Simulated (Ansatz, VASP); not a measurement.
Ge in VASP and in Ansatz

INCAR

```
SYSTEM = Ge
PREC = Accurate
ENCUT = 500
EDIFF = 1E-7
ISMEAR = 0
SIGMA = 0.1
LREAL = .FALSE.
LASPH = .TRUE.
NELM = 120
ALGO = Normal
ISIF = 3
LWAVE = .FALSE.
LCHARG = .FALSE.
GGA = PE
IBRION = 2
NSW = 80
EDIFFG = -0.05
GGA_COMPAT = .FALSE.
NELMIN = 4
```

KPOINTS

```
regular mesh
0
G
  6 6 8
  0 0 0
```

POSCAR

```
Ge
1.0
    3.7685868210      0.0000000000      0.0000000000
   -1.8842934105      3.2636919233      0.0000000000
    0.0000000000      0.0000000000      2.3306483036
Ge
3
Direct
    0.0000000000      0.0000000000      0.0000000000
    0.3333333333      0.6666666667      0.5000000000
    0.6666666667      0.3333333333      0.5000000000
```

Input for Ansatz:

```yaml
crystal:
  lattice:
    - [3.768586821, 0.0, 0.0]
    - [-1.8842934105, 3.2636919233, 0.0]
    - [0.0, 0.0, 2.3306483036]
  atoms:
    - { symbol: Ge, position: [0.0, 0.0, 0.0] }
    - { symbol: Ge, position: [0.3333333333, 0.6666666667, 0.5] }
    - { symbol: Ge, position: [0.6666666667, 0.3333333333, 0.5] }
basis:
  ecutwfc: 420
kpoints:
  mp_grid: { grid: [6, 6, 8] }
hamiltonian:
  xc: pbe
scf:
  occupations: { method: gaussian, width: 0.1 }
output:
  forces: true
  stress: true
  eigenvalues: true
relax:
  adjacent_minimum: "off"
  f_tol: 0.05
  max_steps: 60
  cell: { stress_tol: 0.5 }
```

Alike in both runs: task relaxation of cell and atoms; functional PBE; k mesh 6 × 6 × 8; occupations gaussian, width 0.1 eV; no spin polarisation.

|  | VASP | Ansatz |
| --- | --- | --- |
| version | VASP 6.6.1 | Ansatz 0.2.0 |
| potentials or method | VASP PAW PBE potentials, release 64 (Ge_d), cutoff 500 eV | scalar-relativistic, plane waves, PAW |
| valence electrons in the cell | 42 | 42 |

|  | VASP | Ansatz | Ansatz less VASP |
| --- | --- | --- | --- |
| gap on the k mesh at the Fermi level, each at its own relaxed structure (eV) | none | none | - |
| relaxed volume (Å³/atom) | 19.14 | 19.22 | +0.078 |
| relaxed length of the cell vector where the two differ most in proportion (Å) | 4.816 | 4.827 | +0.0113 |

A gap of «none» marks a metal or a gap that the smearing closes.

Noted on VASP's run: the volume moved by over 15 % at a fixed basis, so the end points are rough.
